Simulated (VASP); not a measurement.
B7C:

```
CELL_PARAMETERS angstrom
0.00000 3.18109 3.18109
3.18109 0.00000 3.18109
3.18109 3.18109 0.00000
ATOMIC_POSITIONS crystal
B 0.50000 0.00000 0.00000
B 0.00000 0.50000 0.50000
B 0.00000 0.50000 0.00000
B 0.50000 0.00000 0.50000
B 0.00000 0.00000 0.50000
B 0.50000 0.50000 0.00000
B 0.50000 0.50000 0.50000
C 0.00000 0.00000 0.00000
```

* Program: VASP 6.6.1
* Task: relaxation of cell and atoms
* Functional: PBE
* Potentials or basis: VASP PAW PBE potentials, release 64 (B, C)
* Cutoff: 600 eV
* k mesh: 6 × 6 × 6
* Occupations: gaussian, width 0.1 eV
* Spin: no spin polarisation

At the start: pressure -38.1 GPa; volume 8.05 Å³/atom.

Problem. How do energy, volume and symmetry change on relaxing?

Solution. Over 3 steps the energy falls by 336.3 meV/atom and the volume is 5.91 Å³/atom (-26.5 %); space group Fm-3m (No. 225, to 0.05 Å).

The path:
| step | energy change (eV) | largest force (eV/Å) | pressure (GPa) | volume (Å³) |
| --- | --- | --- | --- | --- |
| 1 | 0.0000 | 0.0000 | -38.15 | 64.38 |
| 2 | -2.6778 | 0.0000 | -4.29 | 48.13 |
| 3 | -2.6902 | 0.0000 | -0.42 | 47.29 |

Final structure:
```yaml
crystal:
  lattice:
    - [0.00000, 2.87025, 2.87025]
    - [2.87025, 0.00000, 2.87025]
    - [2.87025, 2.87025, 0.00000]
  atoms:
    - { symbol: B, position: [0.50000, 0.00000, 0.00000] }
    - { symbol: B, position: [0.00000, 0.50000, 0.50000] }
    - { symbol: B, position: [0.00000, 0.50000, 0.00000] }
    - { symbol: B, position: [0.50000, 0.00000, 0.50000] }
    - { symbol: B, position: [0.00000, 0.00000, 0.50000] }
    - { symbol: B, position: [0.50000, 0.50000, 0.00000] }
    - { symbol: B, position: [0.50000, 0.50000, 0.50000] }
    - { symbol: C, position: [0.00000, 0.00000, 0.00000] }
```

Caveat: the volume moved by over 15 % at a fixed basis, so the end points are rough.
